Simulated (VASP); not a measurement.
# Si10H5F in VASP: a series of runs

The runs below take Si10H5F through single point, with PBEsol.

Everything below comes from runs of VASP 6.6.1. Logs are shortened: lines on timing, memory, paths and dates and some standing lists are left out, and cuts for length are marked.

## 1. The cell of the first run

The cell holds a slab with vacuum, 32 atoms: a = 7.679 Å, b = 7.679 Å, c = 22.254 Å, α = 90.00°, β = 90.00°, γ = 90.00°.

## 2. Single point, PBEsol

Input file INCAR:

```
PREC = Accurate ; ENCUT = 520
EDIFF = 1E-6 ; ISMEAR = -1
SIGMA = 0.02 ; LREAL = Auto
LASPH = True ; NELM = 120
ALGO = Normal ; ISIF = 2
LWAVE = False ; LCHARG = True
GGA = PS ; LELF = True
LVHAR = True ; NBANDS = 74
GGA_COMPAT = False ; NELMDL = -8
```

Input file KPOINTS:

```
regular mesh
0
Gamma
  1 1 1
```

Input file POSCAR:

```
Si10H5F
1.0
    7.6791800000      0.0000000000      0.0000000000
    0.0000000000      7.6791800000      0.0000000000
    0.0000000000      0.0000000000     22.2543620000
H Si F
10 20 2
Direct
    0.4093926695      0.0000000000      0.0449350109
    0.0906086327      0.0000000000      0.0449350109
    0.9093939718      0.0000000000      0.0449350109
    0.5906099349      0.0000000000      0.0449350109
    0.4093926695      0.5000013022      0.0449350109
    0.0906086327      0.5000013022      0.0449350109
    0.9093939718      0.5000013022      0.0449350109
    0.5906099349      0.5000013022      0.0449350109
    0.2501829622      0.4686437875      0.3869533532
    0.7499759089      0.4691776987      0.3868275352
    0.2500006511      0.0000000000      0.0838262629
    0.7500019533      0.0000000000      0.0838262629
    0.2500006511      0.5000013022      0.0838262629
    0.7500019533      0.5000013022      0.0838262629
    0.2500136733      0.2464716285      0.1433831264
    0.7499889311      0.2463674507      0.1434011004
    0.2500006511      0.7512260424      0.1462095386
    0.7499889311      0.7512390646      0.1462140321
    0.0000781333      0.2528134514      0.2003652138
    0.4999361911      0.2528134514      0.2003517333
    0.0000260444      0.7541430205      0.2091769694
    0.4999752578      0.7541690649      0.2091859564
   -0.0001041778      0.0086467566      0.2704009219
    0.5000924578      0.0086597788      0.2703829478
    0.0000260444      0.4919926346      0.2605421804
    0.4999752578      0.4919926346      0.2605376869
    0.2500918067      0.0853997432      0.3108783797
    0.7498977755      0.0853476543      0.3109772367
    0.2500136733      0.4110725364      0.3190206037
    0.7500019533      0.4109683586      0.3189532012
    0.4465450738      0.2111162911      0.5094282191
    0.4036759133      0.0238827583      0.5117199046
```

Potentials or basis: VASP PAW PBE potentials, release 64 (H, Si, F).

The run is started by

```bash
$ cat potpaw_PBE.64/H/POTCAR potpaw_PBE.64/Si/POTCAR potpaw_PBE.64/F/POTCAR > POTCAR
$ mpirun -np 1 vasp_gam > vasp.out
```

OUTCAR:

```text
PREC = Accurate
   ENCUT = 520
   EDIFF = 1E-6
   ISMEAR = -1
   LREAL = Auto
   LASPH = True
   NELM = 120
   ISIF = 2
   GGA = PS
   NELMDL = -8

 ion  position               nearest neighbor table
   1  0.409  0.000  0.045-  11 1.50
   2  0.091  0.000  0.045-  11 1.50
   3  0.909  0.000  0.045-  12 1.50
   4  0.591  0.000  0.045-  12 1.50
   5  0.409  0.500  0.045-  13 1.50
   6  0.091  0.500  0.045-  13 1.50
   7  0.909  0.500  0.045-  14 1.50
   8  0.591  0.500  0.045-  14 1.50
   9  0.250  0.469  0.387-  29 1.58
  10  0.750  0.469  0.387-  30 1.58
  11  0.250  0.000  0.084-   1 1.50   2 1.50  15 2.31  17 2.36
  12  0.750  0.000  0.084-   4 1.50   3 1.50  16 2.31  18 2.36
  13  0.250  0.500  0.084-   5 1.50   6 1.50  15 2.36  17 2.38
  14  0.750  0.500  0.084-   8 1.50   7 1.50  16 2.36  18 2.38
  15  0.250  0.246  0.143-  20 2.30  19 2.30  11 2.31  13 2.36
  16  0.750  0.246  0.143-  20 2.30  19 2.30  12 2.31  14 2.36
[... 8 lines left out ...]
  25  0.000  0.492  0.261-  19 2.27  21 2.32  30 2.40  29 2.40
  26  0.500  0.492  0.261-  20 2.27  22 2.32  30 2.40  29 2.40
  27  0.250  0.085  0.311-  24 2.20  23 2.20  29 2.51
  28  0.750  0.085  0.311-  24 2.20  23 2.20  30 2.51
  29  0.250  0.411  0.319-   9 1.58  26 2.40  25 2.40  27 2.51
  30  0.750  0.411  0.319-  10 1.58  25 2.40  26 2.40  28 2.51
  31  0.447  0.211  0.509-  32 1.48
  32  0.404  0.024  0.512-  31 1.48

  LATTYP: Found a simple tetragonal cell.
 ALAT       =     7.6791800000
 C/A-ratio  =     2.8980128087

  Lattice vectors:

 A1 = (   7.6791800000,   0.0000000000,   0.0000000000)
 A2 = (   0.0000000000,   7.6791800000,   0.0000000000)
 A3 = (   0.0000000000,   0.0000000000,  22.2543620000)

Analysis of symmetry for initial positions (statically):
=====================================================================
 Subroutine PRICEL returns:
 Original cell was already a primitive cell.

 Routine SETGRP: Setting up the symmetry group for a
 simple tetragonal supercell.

 Subroutine GETGRP returns: Found  1 space group operations
 (whereof  1 operations were pure point group operations)
 out of a pool of 16 trial point group operations.

The static configuration has the point symmetry C_1 .

Analysis of symmetry for dynamics (positions and initial velocities):
=====================================================================
 Subroutine PRICEL returns:
 Original cell was already a primitive cell.

 Routine SETGRP: Setting up the symmetry group for a
 simple tetragonal supercell.

 Subroutine GETGRP returns: Found  1 space group operations
 (whereof  1 operations were pure point group operations)
 out of a pool of 16 trial point group operations.

The dynamic configuration has the point symmetry C_1 .

 Subroutine INISYM returns: Found  1 space group operations
 (whereof  1 operations are pure point group operations),
 and found     1 'primitive' translations

----------------------------------------------------------------------------------------

                                     Primitive cell

  volume of cell :    1312.3354

  direct lattice vectors                    reciprocal lattice vectors
     7.679180000  0.000000000  0.000000000     0.130222237  0.000000000  0.000000000
     0.000000000  7.679180000  0.000000000     0.000000000  0.130222237  0.000000000
     0.000000000  0.000000000 22.254362000     0.000000000  0.000000000  0.044935011

  length of vectors
     7.679180000  7.679180000 22.254362000     0.130222237  0.130222237  0.044935011

  position of ions in fractional coordinates (direct lattice)
     0.409392670  0.000000000  0.044935011
     0.090608633  0.000000000  0.044935011
     0.909393972  0.000000000  0.044935011
     0.590609935  0.000000000  0.044935011
     0.409392670  0.500001302  0.044935011
     0.090608633  0.500001302  0.044935011
[... 24 lines left out ...]
     0.446545074  0.211116291  0.509428219
     0.403675913  0.023882758  0.511719905

  ion indices of the primitive-cell ions
   primitive index   ion index
                 1           1
[... 48 lines left out ...]
   TEBEG  =    0.0;   TEEND  =   0.0 temperature during run
   PSTRESS=    0.0 pullay stress
   NELECT =     104.0000    total number of electrons
   NUPDOWN=      -1.0000    fix difference up-down
   EMIN   =  10.00;   EMAX   =-10.00  energy-range for DOS
   EFERMI =   0.00;   METHOD = LEGACY
   ISMEAR =    -1;   SIGMA  =   0.02  broadening in eV -4-tet -1-fermi 0-gaus
   EFERMI_NEDOS =   21; number of points for ismear=-14 and -15
   IALGO  =     38    algorithm
   IMIX   =      4    mixing-type and parameters
     AMIX     =   0.40;   BMIX     =  1.00
     AMIX_MAG =   1.60;   BMIX_MAG =  1.00
  volume/ion in A,a.u.               =      41.01       276.75
  Fermi-wavevector in a.u.,A,eV,Ry     =   0.703187  1.328831  6.727704  0.494472
  Thomas-Fermi vector in A             =   1.788090
   LORBIT       =      0    0 simple, 1 ext, 2 COOP (PROOUT), +10 PAW based schemes
   GGA     = PS    functional components
   LHFCALC =     F    Hartree Fock is set to
   AEXX    =    0.0000 exact exchange contribution
   IVDW    =     0    specifies the selected vdW correction
   LEPSILON=     F    determine dielectric tensor
   LRPA    =     F    only Hartree local field effects (RPA)
 non-spin polarized calculation
  energy-cutoff  :      520.00
  volume of cell :     1312.34
 maximum number of plane-waves:     17654
 NGX is ok and might be reduce to    60
   NGX = 29   NGY = 29   NGZ = 83

 number of electron     103.9999981 magnetization

 Free energy of the ion-electron system (eV)
  ---------------------------------------------------
  ext. energy  EPLUGINS =         0.00000000
  ---------------------------------------------------
  free energy    TOTEN  =      -138.38451530 eV

  energy without entropy =     -138.36154905  energy(sigma->0) =     -138.37303217

 E-fermi :  -1.7680     XC(G=0):  -4.0398

 val. band max:       -1.8159533094   @ k =   0.0000   0.0000   0.0000
 cond. band min:      -1.7200891210   @ k =   0.0000   0.0000   0.0000
 fundamental gap:      0.0958641883
 Fermi energy:        -1.7680211188

 k-point     1 :       0.0000    0.0000    0.0000
  band No.  band energies     occupation
      1     -28.0989      2.00000
      2     -22.8897      2.00000
      3     -13.2904      2.00000
      4     -12.0683      2.00000
      5     -11.4810      2.00000
      6     -11.2858      2.00000
[... 56 lines left out ...]
     63       0.8813      0.00000
     64       0.9014      0.00000
 [bands above 64 left out]

------------------------ aborting loop because EDIFF is reached ----------------------------------------

  FORCE on cell =-STRESS in cart. coord.  units (eV):
  Direction    XX          YY          ZZ          XY          YZ          ZX
  --------------------------------------------------------------------------------------
  -------------------------------------------------------------------------------------
  Total       34.9020775      5.8112416     -9.2416197      0.1403872      2.7503370     -0.0146063
  in kB       42.6105380      7.0947103    -11.2827206      0.1713931      3.3577754     -0.0178322
  external PRESSURE =      12.8075092 kB  Pullay stress =       0.0000000 kB

 VOLUME and BASIS-vectors are now :
 -----------------------------------------------------------------------------
  energy-cutoff  :      520.00
  volume of cell :     1312.34
      direct lattice vectors                 reciprocal lattice vectors
     7.679180000  0.000000000  0.000000000     0.130222237  0.000000000  0.000000000
     0.000000000  7.679180000  0.000000000     0.000000000  0.130222237  0.000000000
     0.000000000  0.000000000 22.254362000     0.000000000  0.000000000  0.044935011

 POSITION                                       TOTAL-FORCE (eV/Angst)
 -----------------------------------------------------------------------------------
      3.14380      0.00000      1.00000        -0.795656     -0.034400      0.076276
      0.69580      0.00000      1.00000         0.795944     -0.034376      0.076428
      6.98340      0.00000      1.00000        -0.795683     -0.034299      0.076575
      4.53540      0.00000      1.00000         0.795547     -0.034225      0.076387
      3.14380      3.83960      1.00000        -0.901081      0.038155      0.107425
      0.69580      3.83960      1.00000         0.900889      0.038415      0.107155
[... 24 lines left out ...]
      3.42910      1.62120     11.33700         0.092761      0.391559     -0.032394
      3.09990      0.18340     11.38800        -0.095142     -0.390504     -0.008537
 -----------------------------------------------------------------------------------
    total drift:                               -0.001493     -0.000812      0.018088

  FREE ENERGIE OF THE ION-ELECTRON SYSTEM (eV)
  ---------------------------------------------------
  free  energy   TOTEN  =      -138.3845152956 eV

  energy  without entropy=     -138.3615490491  energy(sigma->0) =     -138.37303217
```

It took 4.2 min on 1 thread of Intel Xeon 6975P-C (Granite Rapids), shared host; peak memory 1.1 GiB.

Results:

* Free energy: -138.3845 eV
* Largest force: 1.759 eV/Å

Forces in eV/Å, atoms in the order of the input:
```
H   -0.796 -0.034  0.076
H    0.796 -0.034  0.076
H   -0.796 -0.034  0.077
H    0.796 -0.034  0.076
H   -0.901  0.038  0.107
H    0.901  0.038  0.107
H   -0.900  0.037  0.108
H    0.901  0.037  0.108
H   -0.001 -0.281 -0.963
H    0.000 -0.285 -0.962
Si   0.000 -0.269  0.033
Si   0.000 -0.273  0.032
Si   0.000  0.058  0.301
Si   0.000  0.055  0.307
Si  -0.002  0.258 -0.379
Si   0.003  0.264 -0.375
Si   0.000  0.006  0.146
Si   0.001  0.005  0.145
Si  -0.003 -0.443  0.056
Si   0.002 -0.443  0.058
Si  -0.002 -0.040 -0.156
Si   0.002 -0.043 -0.158
Si   0.003 -0.843 -1.518
Si  -0.004 -0.848 -1.525
Si   0.002  0.134  1.184
Si  -0.001  0.134  1.183
Si  -0.013  1.462  0.968
Si   0.014  1.460  0.982
Si   0.002 -0.044 -0.028
Si  -0.002 -0.037 -0.029
F    0.093  0.392 -0.032
F   -0.095 -0.391 -0.009
```

Caveat: the k points lie up to 0.82 Å⁻¹ apart; the PAW data sets were made with another functional, which shifts forces and pressure a little.

## 3. Single point, PBEsol

Input file INCAR:

```
  PREC = Accurate
  ENCUT = 520
  EDIFF = 1E-6
  ISMEAR = -1
  SIGMA = 0.02
  LREAL = Auto
  LASPH = True
  NELM = 120
  ALGO = Normal
  ISIF = 2
  LWAVE = False
  LCHARG = True
  GGA = PS
  LELF = True
  LVHAR = True
  NBANDS = 74
  GGA_COMPAT = False
  NELMDL = -8
```

KPOINTS is that of step 2.

Input file POSCAR:

```
Si10H5F
1.0
    7.6791800000      0.0000000000      0.0000000000
    0.0000000000      7.6791800000      0.0000000000
    0.0000000000      0.0000000000     22.2543620000
H Si F
10 20 2
Direct
    0.4093926695      0.0000000000      0.0449350109
    0.0906086327      0.0000000000      0.0449350109
    0.9093939718      0.0000000000      0.0449350109
    0.5906099349      0.0000000000      0.0449350109
    0.4093926695      0.5000013022      0.0449350109
    0.0906086327      0.5000013022      0.0449350109
    0.9093939718      0.5000013022      0.0449350109
    0.5906099349      0.5000013022      0.0449350109
    0.2505085178      0.4331061389      0.3808601658
    0.7497545311      0.4343692946      0.3806175167
    0.2500006511      0.0000000000      0.0838262629
    0.7500019533      0.0000000000      0.0838262629
    0.2500006511      0.5000013022      0.0838262629
    0.7500019533      0.5000013022      0.0838262629
    0.2500006511      0.2532822515      0.1370967184
    0.7500410200      0.2532692293      0.1371641209
    0.2500006511      0.7514083535      0.1489236133
    0.7500019533      0.7513432424      0.1489146263
    0.0001302222      0.2457944728      0.1955931156
    0.4999101467      0.2457423840      0.1955571676
    0.0000390667      0.7351956850      0.2089792554
    0.4999752578      0.7351175516      0.2089567879
   -0.0001953334      0.0057688451      0.2580752483
    0.5001575689      0.0058600007      0.2580213263
    0.0001302222      0.4864972562      0.2671296531
    0.4998971244      0.4864581895      0.2670937050
    0.2500136733      0.1200649028      0.3020171956
    0.7499759089      0.1197393472      0.3025069872
    0.2500657622      0.4129477366      0.3165896196
    0.7499628867      0.4128565810      0.3164143731
    0.4722248990      0.2168460695      0.4984416089
    0.4255662714      0.0188040911      0.5007602555
```

Potentials or basis: VASP PAW PBE potentials, release 64 (H, Si, F).

The run is started by

```bash
$ cat potpaw_PBE.64/H/POTCAR potpaw_PBE.64/Si/POTCAR potpaw_PBE.64/F/POTCAR > POTCAR
$ mpirun -np 1 vasp_gam > vasp.out
```

It took 4.2 min on 1 thread of Intel Xeon 6975P-C (Granite Rapids), shared host; peak memory 1.1 GiB.

Results (log left out):

```
Free energy   : -138.3652 eV
Largest force : 1.742 eV/Å
```

Forces on the atoms (eV/Å):
```
H   -0.790 -0.163  0.084
H    0.790 -0.163  0.084
H   -0.789 -0.164  0.085
H    0.789 -0.163  0.085
H   -0.824  0.135  0.047
H    0.824  0.136  0.046
H   -0.823  0.134  0.047
H    0.824  0.133  0.049
H    0.003  0.274  1.192
H   -0.001  0.285  1.194
Si   0.000 -0.334 -0.086
Si   0.001 -0.329 -0.079
Si  -0.003  1.007 -0.358
Si   0.003  0.998 -0.349
Si   0.001 -0.346  0.734
Si  -0.001 -0.352  0.726
Si   0.000 -0.360 -0.473
Si   0.001 -0.360 -0.470
Si   0.002  0.953  0.069
Si   0.000  0.958  0.064
Si   0.002  0.684  0.050
Si  -0.002  0.699  0.054
Si  -0.007 -0.201  0.670
Si   0.007 -0.215  0.671
Si  -0.002 -0.224 -0.968
Si   0.001 -0.228 -0.972
Si   0.007 -1.701 -0.376
Si  -0.009 -1.702 -0.365
Si  -0.003  0.303 -0.676
Si   0.004  0.293 -0.681
F   -0.081 -0.339 -0.040
F    0.077  0.353 -0.057
```

Levels at points of the mesh, in eV from the Fermi level:
```csv
k point,band 50,band 51,band 52,band 53,band 54,band 55
"(0.00, 0.00, 0.00)",-1.07,-0.64,-0.03,0.04,0.07,0.71
```

Caveat: the k points lie up to 0.82 Å⁻¹ apart; the PAW data sets were made with another functional, which shifts forces and pressure a little.

## 4. Single point, PBEsol

Input file INCAR:

```
SYSTEM = Si10H5F
  ALGO = Normal
  EDIFF = 1E-6
  ENCUT = 520
  GGA = PS
  GGA_COMPAT = .False.
  ISIF = 2
  ISMEAR = -1
  LASPH = .True.
  LCHARG = .True.
  LELF = .True.
  LREAL = Auto
  LVHAR = .True.
  LWAVE = .False.
  NBANDS = 74
  NELM = 120
  NELMDL = -8
  PREC = Accurate
  SIGMA = 0.02
```

Input file KPOINTS:

```
k-points
0
Gamma
  1 1 1
  0 0 0
```

Input file POSCAR:

```
Si10H5F
1.0
    7.6791800000      0.0000000000      0.0000000000
    0.0000000000      7.6791800000      0.0000000000
    0.0000000000      0.0000000000     22.2543620000
H Si F
10 20 2
Direct
    0.4093926695      0.0000000000      0.0449350109
    0.0906086327      0.0000000000      0.0449350109
    0.9093939718      0.0000000000      0.0449350109
    0.5906099349      0.0000000000      0.0449350109
    0.4093926695      0.5000013022      0.0449350109
    0.0906086327      0.5000013022      0.0449350109
    0.9093939718      0.5000013022      0.0449350109
    0.5906099349      0.5000013022      0.0449350109
    0.2502220289      0.4699460099      0.3836146819
    0.7498066200      0.4710398767      0.3833315914
    0.2500006511      0.0000000000      0.0838262629
    0.7500019533      0.0000000000      0.0838262629
    0.2500006511      0.5000013022      0.0838262629
    0.7500019533      0.5000013022      0.0838262629
    0.2500266956      0.2501699400      0.1414509209
    0.7501061311      0.2500918067      0.1414688950
    0.2500006511      0.7408863967      0.1442683461
    0.7500149756      0.7407431523      0.1442908136
    0.0001953334      0.2684531421      0.1945416364
    0.4999361911      0.2684140755      0.1944203118
    0.0000781333      0.7404566633      0.2048677019
    0.4999492133      0.7405217745      0.2048497279
   -0.0005860001     -0.0020314669      0.2542422919
    0.5005091689     -0.0021356447      0.2541569154
    0.0001953334      0.4835542337      0.2620340228
    0.4998841022      0.4834761003      0.2618767503
    0.2500657622      0.1003362338      0.2930256999
    0.7498456866      0.0996200115      0.2941355946
    0.2501829622      0.4152136035      0.3156999064
    0.7499107978      0.4152656924      0.3155066858
    0.4961988129      0.2146583359      0.4860889744
    0.4489541852      0.0229451582      0.4883402184
```

The run is started by

```bash
$ cat potpaw_PBE.64/H/POTCAR potpaw_PBE.64/Si/POTCAR potpaw_PBE.64/F/POTCAR > POTCAR
$ mpirun -np 1 vasp_gam > vasp.out
```

Run time: 4.8 min. Hardware: 1 thread of Intel Xeon 6975P-C (Granite Rapids), shared host; peak memory 1.1 GiB.

Results (log left out):

```yaml
Free_energy: -138.3466 eV
Largest_force: 1.537 eV/Å
```

Forces in eV/Å, atoms in the order of the input:
```
H   -0.798 -0.013  0.098
H    0.797 -0.013  0.098
H   -0.797 -0.015  0.099
H    0.797 -0.014  0.100
H   -0.769  0.065  0.013
H    0.769  0.066  0.013
H   -0.770  0.065  0.012
H    0.770  0.062  0.013
H    0.005 -0.434 -0.887
H   -0.003 -0.435 -0.887
Si  -0.001 -0.594  0.083
Si   0.002 -0.602  0.087
Si  -0.002 -0.308 -0.489
Si   0.003 -0.319 -0.482
Si  -0.004  0.162 -0.438
Si   0.002  0.171 -0.431
Si   0.001  0.887  0.165
Si   0.000  0.889  0.162
Si  -0.007 -1.524  0.032
Si   0.008 -1.537  0.034
Si  -0.003 -0.723 -0.286
Si   0.002 -0.739 -0.297
Si   0.006  0.910  0.195
Si  -0.010  0.932  0.200
Si  -0.001  1.295  0.628
Si   0.002  1.304  0.644
Si   0.000  0.630  0.433
Si   0.003  0.634  0.441
Si  -0.005 -0.409  0.354
Si   0.001 -0.408  0.376
F    0.080  0.315 -0.051
F   -0.080 -0.300 -0.032
```

Levels at points of the mesh, in eV from the Fermi level:
```
           k point  band 48  band 49  band 50  band 51  band 52  band 53  band 54  band 55  band 56  band 57
(0.00, 0.00, 0.00)    -1.36    -1.20    -1.02    -0.82    -0.01     0.02     0.04     0.63     1.17     1.40
```

Caveat: the k points lie up to 0.82 Å⁻¹ apart; the PAW data sets were made with another functional, which shifts forces and pressure a little.

## 5. Overview

| cell | largest force (eV/Å) |
| --- | --- |
| as given, atomic positions A | 1.76 |
| as given, atomic positions B | 1.74 |
| as given, atomic positions C | 1.54 |

Alike in all rows: task single point; level PBEsol; potentials or basis VASP PAW PBE potentials, release 64 (H, Si, F); no spin polarisation; k mesh 1 × 1 × 1; cutoff (eV) 520; smearing fermi-dirac 0.02 eV.

Caveats: all runs use coarse meshes; the PAW data sets were made with another functional, which shifts forces and pressure a little.

Total energies depend on the potentials used, so only differences within one code and one set of settings carry meaning.
